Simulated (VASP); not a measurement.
# HfSi53 (a cell with a defect) in VASP: relaxation of the atoms with PBE

Aim: the relaxation of the atoms of HfSi53 (a cell with a defect) with PBE.

Program: VASP 6.6.1. These are calculated values, not measurements. Logs are shortened: lines on timing, memory, paths and dates and some standing lists are left out, and cuts for length are marked.

**1. The cell of the first run**

The cell holds a defect, 54 atoms: a = 11.604 Å, b = 11.604 Å, c = 11.604 Å, α = 60.00°, β = 60.00°, γ = 60.00°.

**2. Relaxation of the atoms, PBE**

INCAR

```
SYSTEM = HfSi53
PREC = Accurate
ENCUT = 520
EDIFF = 1E-7
ISMEAR = 0
SIGMA = 0.01
LREAL = Auto
LASPH = .True.
NELM = 80
ALGO = Normal
ISIF = 2
LWAVE = .False.
LCHARG = .False.
GGA = PE
IBRION = 2
NSW = 65
EDIFFG = -0.025
```

KPOINTS

```
regular mesh
0
Gamma
  1 1 1
  0 0 0
```

POSCAR

```
HfSi53
1.0
   -8.2051404885     -8.2051404885      0.0000000000
   -8.2051404885      0.0000000000     -8.2051404885
    0.0000000000     -8.2051404885     -8.2051404885
Hf Si
1 53
Direct
    0.5833333333      0.5833333333      0.5833333333
    0.2500000000      0.5833333333      0.5833333333
    0.9166666667      0.5833333333      0.5833333333
    0.5833333333      0.2500000000      0.5833333333
    0.2500000000      0.2500000000      0.5833333333
    0.9166666667      0.2500000000      0.5833333333
    0.5833333333      0.9166666667      0.5833333333
    0.2500000000      0.9166666667      0.5833333333
    0.9166666667      0.9166666667      0.5833333333
    0.5833333333      0.5833333333      0.2500000000
    0.2500000000      0.5833333333      0.2500000000
    0.9166666667      0.5833333333      0.2500000000
    0.5833333333      0.2500000000      0.2500000000
    0.2500000000      0.2500000000      0.2500000000
    0.9166666667      0.2500000000      0.2500000000
    0.5833333333      0.9166666667      0.2500000000
    0.2500000000      0.9166666667      0.2500000000
    0.9166666667      0.9166666667      0.2500000000
    0.5833333333      0.5833333333      0.9166666667
    0.2500000000      0.5833333333      0.9166666667
    0.9166666667      0.5833333333      0.9166666667
    0.5833333333      0.2500000000      0.9166666667
    0.2500000000      0.2500000000      0.9166666667
    0.9166666667      0.2500000000      0.9166666667
    0.5833333333      0.9166666667      0.9166666667
    0.2500000000      0.9166666667      0.9166666667
    0.9166666667      0.9166666667      0.9166666667
    0.6666666667      0.6666666667      0.3333333333
    0.3333333333      0.6666666667      0.3333333333
    1.0000000000      0.6666666667      0.3333333333
    0.6666666667      0.3333333333      0.3333333333
    0.3333333333      0.3333333333      0.3333333333
    1.0000000000      0.3333333333      0.3333333333
    0.6666666667      1.0000000000      0.3333333333
    0.3333333333      1.0000000000      0.3333333333
    1.0000000000      1.0000000000      0.3333333333
    0.6666666667      0.6666666667      0.0000000000
    0.3333333333      0.6666666667      0.0000000000
    1.0000000000      0.6666666667      0.0000000000
    0.6666666667      0.3333333333      0.0000000000
    0.3333333333      0.3333333333      0.0000000000
    1.0000000000      0.3333333333      0.0000000000
    0.6666666667      1.0000000000      0.0000000000
    0.3333333333      1.0000000000      0.0000000000
    1.0000000000      1.0000000000      0.0000000000
    0.6666666667      0.6666666667      0.6666666667
    0.3333333333      0.6666666667      0.6666666667
    1.0000000000      0.6666666667      0.6666666667
    0.6666666667      0.3333333333      0.6666666667
    0.3333333333      0.3333333333      0.6666666667
    1.0000000000      0.3333333333      0.6666666667
    0.6666666667      1.0000000000      0.6666666667
    0.3333333333      1.0000000000      0.6666666667
    1.0000000000      1.0000000000      0.6666666667
```

Potentials or basis: VASP PAW PBE potentials, release 64 (Hf_pv, Si).

Started as:

```console
> cat potpaw_PBE.64/Hf_pv/POTCAR potpaw_PBE.64/Si/POTCAR > POTCAR
> mpirun -np 1 vasp_gam > vasp.out
```

OUTCAR:

```text
SYSTEM = HfSi53
   PREC = Accurate
   ENCUT = 520
   EDIFF = 1E-7
   ISMEAR = 0
   LREAL = Auto
   LASPH = .True.
   NELM = 80
   ISIF = 2
   GGA = PE
   IBRION = 2
   NSW = 65
   EDIFFG = -0.025

 ion  position               nearest neighbor table
   1  0.583  0.583  0.583-  28 2.37  47 2.37  49 2.37  46 2.37
   2  0.250  0.583  0.583-  29 2.37  48 2.37  50 2.37  47 2.37
   3  0.917  0.583  0.583-  30 2.37  46 2.37  51 2.37  48 2.37
   4  0.583  0.250  0.583-  31 2.37  50 2.37  52 2.37  49 2.37
   5  0.250  0.250  0.583-  32 2.37  50 2.37  51 2.37  53 2.37
   6  0.917  0.250  0.583-  33 2.37  49 2.37  51 2.37  54 2.37
[... 46 lines left out ...]
  53  0.333  0.000  0.667-   5 2.37   7 2.37   8 2.37  26 2.37
  54  0.000  0.000  0.667-   6 2.37   8 2.37   9 2.37  27 2.37

  LATTYP: Found a face centered cubic cell.
 ALAT       =    16.4102809770

  Lattice vectors:

 A1 = (  -8.2051404885,  -8.2051404885,   0.0000000000)
 A2 = (  -8.2051404885,   0.0000000000,  -8.2051404885)
 A3 = (   0.0000000000,  -8.2051404885,  -8.2051404885)

Analysis of symmetry for initial positions (statically):
=====================================================================
 Subroutine PRICEL returns:
 Original cell was already a primitive cell.

 Routine SETGRP: Setting up the symmetry group for a
 face centered cubic supercell.

 Subroutine GETGRP returns: Found 24 space group operations
 (whereof  6 operations were pure point group operations)
 out of a pool of 48 trial point group operations.

The static configuration has the point symmetry C_3v.
 The point group associated with its full space group is T_d .

Analysis of symmetry for dynamics (positions and initial velocities):
=====================================================================
 Subroutine PRICEL returns:
 Original cell was already a primitive cell.

 Routine SETGRP: Setting up the symmetry group for a
 face centered cubic supercell.

 Subroutine GETGRP returns: Found 24 space group operations
 (whereof  6 operations were pure point group operations)
 out of a pool of 48 trial point group operations.

The dynamic configuration has the point symmetry C_3v.
 The point group associated with its full space group is T_d .

 Subroutine INISYM returns: Found 24 space group operations
 (whereof  6 operations are pure point group operations),
 and found     1 'primitive' translations

----------------------------------------------------------------------------------------

                                     Primitive cell

  volume of cell :    1104.8112

  direct lattice vectors                    reciprocal lattice vectors
    -8.205140488 -8.205140488  0.000000000    -0.060937409 -0.060937409  0.060937409
    -8.205140488  0.000000000 -8.205140488    -0.060937409  0.060937409 -0.060937409
     0.000000000 -8.205140488 -8.205140488     0.060937409 -0.060937409 -0.060937409

  length of vectors
    11.603820960 11.603820960 11.603820960     0.105546688  0.105546688  0.105546688

  position of ions in fractional coordinates (direct lattice)
     0.583333333  0.583333333  0.583333333
     0.250000000  0.583333333  0.583333333
     0.916666667  0.583333333  0.583333333
     0.583333333  0.250000000  0.583333333
     0.250000000  0.250000000  0.583333333
     0.916666667  0.250000000  0.583333333
[... 46 lines left out ...]
     0.333333333  0.000000000  0.666666667
     0.000000000  0.000000000  0.666666667

  ion indices of the primitive-cell ions
   primitive index   ion index
                 1           1
                 2           2
                 3           3
                 4           4
                 5           5
                 6           6
[... 46 lines left out ...]
                53          53
                54          54

----------------------------------------------------------------------------------------

 KPOINTS: regular mesh

Automatic generation of k-mesh.
 Grid dimensions read from file:
 generate k-points for:    1    1    1

 Generating k-lattice:

  Cartesian coordinates                     Fractional coordinates (reciprocal lattice)
    -0.060937409 -0.060937409  0.060937409     1.000000000  0.000000000  0.000000000
    -0.060937409  0.060937409 -0.060937409     0.000000000  1.000000000  0.000000000
     0.060937409 -0.060937409 -0.060937409     0.000000000  0.000000000  1.000000000

  Length of vectors
     0.105546688  0.105546688  0.105546688

  Shift w.r.t. Gamma in fractional coordinates (k-lattice)
     0.000000000  0.000000000  0.000000000

 Subroutine IBZKPT returns following result:
 ===========================================

 Found      1 irreducible k-points:

 Following reciprocal coordinates:
            Coordinates               Weight
  0.000000  0.000000  0.000000      1.000000
   k-points           NKPTS =      1   k-points in BZ     NKDIM =      1   number of bands    NBANDS=    139
   number of dos      NEDOS =    301   number of ions     NIONS =     54
   total plane-waves  NPLWV = 729000
   dimension x,y,z NGX =    90 NGY =   90 NGZ =   90
   dimension x,y,z NGXF=   180 NGYF=  180 NGZF=  180
   ions per type =               1  53
   NGX,Y,Z   is equivalent  to a cutoff of  12.89, 12.89, 12.89 a.u.
   NGXF,Y,Z  is equivalent  to a cutoff of  25.79, 25.79, 25.79 a.u.
 SYSTEM =  HfSi53
   PREC   = accura    normal or accurate (medium, high low for compatibility)
   ISTART =      0    job   : 0-new  1-cont  2-samecut
   ICHARG =      2    charge: 1-file 2-atom 10-const
   ISPIN  =      1    spin polarized calculation?
   LNONCOLLINEAR =      F non collinear calculations
   LSORBIT =      F    spin-orbit coupling
   LASPH  =      T    aspherical Exc in radial PAW
   ENCUT  =  520.0 eV  38.22 Ry    6.18 a.u.  21.58 21.58 21.58*2*pi/ulx,y,z
   NELM   =     80;   NELMIN=  2; NELMDL= -5     # of ELM steps
   EDIFF  = 0.1E-06   stopping-criterion for ELM
   LREAL  =      T    real-space projection
   EDIFFG = -.3E-01   stopping-criterion for IOM
   NSW    =     65    number of steps for IOM
   IBRION =      2    ionic relax: 0-MD 1-quasi-New 2-CG
   NFREE  =      1    steps in history (QN), initial steepest desc. (CG)
   ISIF   =      2    stress and relaxation
   ISYM   =      2    0-nonsym 1-usesym 2-fastsym
   POTIM  = 0.5000    time-step for ionic-motion
   TEBEG  =    0.0;   TEEND  =   0.0 temperature during run
   PSTRESS=    0.0 pullay stress
   NELECT =     222.0000    total number of electrons
   NUPDOWN=      -1.0000    fix difference up-down
   EMIN   =  10.00;   EMAX   =-10.00  energy-range for DOS
   EFERMI =   0.00;   METHOD = LEGACY
   ISMEAR =     0;   SIGMA  =   0.01  broadening in eV -4-tet -1-fermi 0-gaus
   EFERMI_NEDOS =   21; number of points for ismear=-14 and -15
   IALGO  =     38    algorithm
   IMIX   =      4    mixing-type and parameters
     AMIX     =   0.40;   BMIX     =  1.00
     AMIX_MAG =   1.60;   BMIX_MAG =  1.00
  volume/ion in A,a.u.               =      20.46       138.07
  Fermi-wavevector in a.u.,A,eV,Ry     =   0.958878  1.812016 12.509824  0.919446
  Thomas-Fermi vector in A             =   2.088024
   LORBIT       =      0    0 simple, 1 ext, 2 COOP (PROOUT), +10 PAW based schemes
   GGA     = PE    functional components
   LHFCALC =     F    Hartree Fock is set to
   AEXX    =    0.0000 exact exchange contribution
   IVDW    =     0    specifies the selected vdW correction
   LEPSILON=     F    determine dielectric tensor
   LRPA    =     F    only Hartree local field effects (RPA)
 conjugate gradient relaxation of ions
 non-spin polarized calculation
 Gauss-broadening in eV      SIGMA  =   0.01
  energy-cutoff  :      520.00
  volume of cell :     1104.81
 maximum number of plane-waves:     14814
 NGX is ok and might be reduce to    90
   NGX = 43   NGY = 43   NGZ = 43

--------------------------------------- Ionic step        1  -------------------------------------------

 number of electron     222.0000023 magnetization

 Free energy of the ion-electron system (eV)
  ---------------------------------------------------
  ext. energy  EPLUGINS =         0.00000000
  ---------------------------------------------------
  free energy    TOTEN  =      -279.40027794 eV

  energy without entropy =     -279.40027794  energy(sigma->0) =     -279.40027794

------------------------ aborting loop because EDIFF is reached ----------------------------------------

  FORCE on cell =-STRESS in cart. coord.  units (eV):
  Direction    XX          YY          ZZ          XY          YZ          ZX
  --------------------------------------------------------------------------------------
  -------------------------------------------------------------------------------------
  Total       21.7483249     21.7483249     21.7483249      0.0000000     -0.0000000      0.0000000
  in kB       31.5390302     31.5390302     31.5390302      0.0000000     -0.0000000      0.0000000
  external PRESSURE =      31.5390302 kB  Pullay stress =       0.0000000 kB
[... 425 lines left out ...]
  energy  without entropy=     -280.8005373657  energy(sigma->0) =     -280.80053737

--------------------------------------- Ionic step        6  -------------------------------------------

 number of electron     222.0000014 magnetization

 Free energy of the ion-electron system (eV)
  ---------------------------------------------------
  ext. energy  EPLUGINS =         0.00000000
  ---------------------------------------------------
  free energy    TOTEN  =      -280.80390979 eV

  energy without entropy =     -280.80390979  energy(sigma->0) =     -280.80390979

 E-fermi :   5.6561     XC(G=0):  -9.3117

 val. band max:        5.5979717486   @ k =   0.0000   0.0000   0.0000
 cond. band min:       6.2172695883   @ k =   0.0000   0.0000   0.0000
 fundamental gap:      0.6192978397
 Fermi energy:         5.6560872647

 k-point     1 :       0.0000    0.0000    0.0000
  band No.  band energies     occupation
      1     -24.8048      2.00000
      2     -24.8047      2.00000
      3     -24.8047      2.00000
      4      -6.1343      2.00000
      5      -4.8414      2.00000
      6      -4.8414      2.00000
[... 115 lines left out ...]
    122       7.1299      0.00000
    123       7.1948      0.00000
 [bands above 123 left out]

------------------------ aborting loop because EDIFF is reached ----------------------------------------

  FORCE on cell =-STRESS in cart. coord.  units (eV):
  Direction    XX          YY          ZZ          XY          YZ          ZX
  --------------------------------------------------------------------------------------
  -------------------------------------------------------------------------------------
  Total       17.0131764     17.0131764     17.0131764      0.0000000      0.0000000      0.0000000
  in kB       24.6722029     24.6722029     24.6722029      0.0000000      0.0000000      0.0000000
  external PRESSURE =      24.6722029 kB  Pullay stress =       0.0000000 kB
[... 69 lines left out ...]
  FREE ENERGIE OF THE ION-ELECTRON SYSTEM (eV)
  ---------------------------------------------------
  free  energy   TOTEN  =      -280.8039097873 eV

  energy  without entropy=     -280.8039097873  energy(sigma->0) =     -280.80390979

 reached required accuracy - stopping structural energy minimisation
```

It took 28 min on 1 thread of AMD EPYC 7R13 (Zen 3), shared host; peak memory 1.4 GiB.

Results:

```yaml
Free_energy: -280.8039 eV
Energy_gained_by_relaxing: 26.0 meV/atom
Ionic_steps: 6
Pressure_after_relaxing: 2.5 GPa
Largest_force_after_relaxing: 0.024 eV/Å
Band_gap_on_the_k_mesh: 0.62 eV
```

Forces in eV/Å, atoms in the order of the input:
```
Hf   0.000  0.000  0.000
Si   0.006  0.006  0.008
Si  -0.006 -0.006  0.008
Si   0.006  0.008  0.006
Si   0.005 -0.005 -0.005
Si  -0.008 -0.006  0.006
Si  -0.006  0.008 -0.006
Si  -0.008  0.006 -0.006
Si   0.005 -0.005 -0.005
Si   0.008  0.006  0.006
Si  -0.005  0.005 -0.005
Si  -0.006 -0.008  0.006
Si  -0.005 -0.005  0.005
Si   0.005  0.005  0.005
Si   0.000  0.000  0.015
Si  -0.006  0.006 -0.008
Si   0.000  0.015  0.000
Si  -0.015  0.000  0.000
Si   0.008 -0.006 -0.006
Si   0.006 -0.008 -0.006
Si  -0.005  0.005 -0.005
Si   0.006 -0.006 -0.008
Si   0.015  0.000  0.000
Si   0.000 -0.015  0.000
Si  -0.005 -0.005  0.005
Si   0.000  0.000 -0.015
Si   0.005  0.005  0.005
Si   0.002 -0.002 -0.002
Si   0.002  0.024  0.002
Si  -0.024 -0.002  0.002
Si   0.002  0.002  0.024
Si   0.000  0.000  0.000
Si  -0.002 -0.002  0.024
Si  -0.024  0.002 -0.002
Si  -0.002  0.024 -0.002
Si   0.000  0.000  0.000
Si  -0.023  0.000  0.000
Si   0.002 -0.002 -0.024
Si   0.000  0.023  0.000
Si   0.002 -0.024 -0.002
Si   0.024 -0.002 -0.002
Si   0.000  0.000  0.000
Si   0.000  0.000  0.023
Si   0.000  0.000  0.000
Si   0.000  0.000  0.000
Si   0.002  0.002  0.002
Si  -0.002 -0.002  0.002
Si   0.000  0.000 -0.023
Si  -0.002  0.002 -0.002
Si   0.024  0.002  0.002
Si  -0.002 -0.024  0.002
Si   0.000 -0.023  0.000
Si  -0.002  0.002 -0.024
Si   0.023  0.000  0.000
```

Step by step:
```tsv
step	energy change (eV)	largest force (eV/Å)	pressure (GPa)
1	0.0000	3.3391	3.15
2	-1.2659	0.6908	2.62
3	-1.3463	0.3442	2.48
4	-1.3992	0.0642	2.47
5	-1.4003	0.0701	2.47
6	-1.4036	0.0244	2.47
```

Final structure:
```
CELL_PARAMETERS angstrom
-8.20514 -8.20514 0.00000
-8.20514 0.00000 -8.20514
0.00000 -8.20514 -8.20514
ATOMIC_POSITIONS crystal
Hf 0.58333 0.58333 0.58333
Si 0.24914 0.58215 0.58215
Si 0.91989 0.58215 0.58215
Si 0.58215 0.24914 0.58215
Si 0.25000 0.25000 0.58333
Si 0.91989 0.24914 0.58215
Si 0.58215 0.91989 0.58215
Si 0.24914 0.91989 0.58215
Si 0.91659 0.91659 0.58357
Si 0.58215 0.58215 0.24914
Si 0.25000 0.58333 0.25000
Si 0.91989 0.58215 0.24914
Si 0.58333 0.25000 0.25000
Si 0.25000 0.25000 0.25000
Si 0.91682 0.24985 0.24985
Si 0.58215 0.91989 0.24914
Si 0.24985 0.91682 0.24985
Si 0.91682 0.91682 0.24985
Si 0.58215 0.58215 0.91989
Si 0.24914 0.58215 0.91989
Si 0.91659 0.58357 0.91659
Si 0.58215 0.24914 0.91989
Si 0.24985 0.24985 0.91682
Si 0.91682 0.24985 0.91682
Si 0.58357 0.91659 0.91659
Si 0.24985 0.91682 0.91682
Si 0.91659 0.91659 0.91659
Si 0.67466 0.67466 0.30936
Si 0.33322 0.66727 0.33322
Si 0.99961 0.66727 0.33322
Si 0.66727 0.33322 0.33322
Si 0.33333 0.33333 0.33333
Si 0.99961 0.33322 0.33322
Si 0.66727 0.99961 0.33322
Si 0.33322 0.99961 0.33322
Si 0.99996 0.99996 0.33345
Si 0.66588 0.66588 0.00079
Si 0.33322 0.66727 0.99961
Si 0.00079 0.66588 0.00079
Si 0.66727 0.33322 0.99961
Si 0.33322 0.33322 0.99961
Si 0.99996 0.33345 0.99996
Si 0.66588 0.00079 0.00079
Si 0.33345 0.99996 0.99996
Si 0.99996 0.99996 0.99996
Si 0.67466 0.67466 0.67466
Si 0.30936 0.67466 0.67466
Si 0.00079 0.66588 0.66588
Si 0.67466 0.30936 0.67466
Si 0.33322 0.33322 0.66727
Si 0.99961 0.33322 0.66727
Si 0.66588 0.00079 0.66588
Si 0.33322 0.99961 0.66727
Si 0.00079 0.00079 0.66588
```

Levels at points of the mesh, in eV from the valence-band top:
| k point | band 108 | band 109 | band 110 | band 111 | band 112 | band 113 | band 114 | band 115 |
| --- | --- | --- | --- | --- | --- | --- | --- | --- |
| (0.00, 0.00, 0.00) | -0.53 | 0.00 | 0.00 | 0.00 | 0.62 | 0.62 | 0.85 | 0.96 |

Caveat: the k points lie up to 0.66 Å⁻¹ apart; spin-orbit coupling is left out, which moves the levels of the heavy elements.
